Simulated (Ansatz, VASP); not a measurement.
## AlNi3 in VASP and in Ansatz

```
CELL_PARAMETERS angstrom
2.54382 0.00000 0.00000
-1.27191 2.20301 0.00000
0.00000 0.00000 8.16622
ATOMIC_POSITIONS crystal
Al 0.66667 0.33333 0.50000
Ni 0.33333 0.66667 0.75000
Ni 0.33333 0.66667 0.25000
Ni 0.66667 0.33333 0.00000
```

Alike in both runs: task relaxation of cell and atoms; functional PBE; k mesh 6 × 6 × 2; occupations gaussian, width 0.1 eV; collinear spin.

|  | VASP | Ansatz |
| --- | --- | --- |
| version | VASP 6.6.1 | Ansatz 0.2.0 |
| potentials or method | VASP PAW PBE potentials, release 64 (Al, Ni), cutoff 600 eV | scalar-relativistic, plane waves, PAW |
| valence electrons in the cell | 33 | 57 |

```tsv
	VASP	Ansatz	Ansatz less VASP
gap on the k mesh at the Fermi level, each at its own relaxed structure (eV)	none	none	-
net moment per atom (μB)	0.09	0.07	-0.022
size of the moment on the site where the two differ most (μB)	0.25	0.22	-0.035
relaxed volume (Å³/atom)	11.64	11.64	0.000
relaxed cell length with the largest relative difference (Å)	7.862	7.867	+0.0046
```

Site moments also hang on the region over which each program counts them. A gap of «none» marks a metal or a gap that the smearing closes. VASP's potentials hold 33 valence electrons a cell and Ansatz's 57, so a difference there can come from the potentials and not from the codes. Ansatz's warnings: seeded moment not kept.

The k mesh is coarse, so the values compare programs but aren't converged.
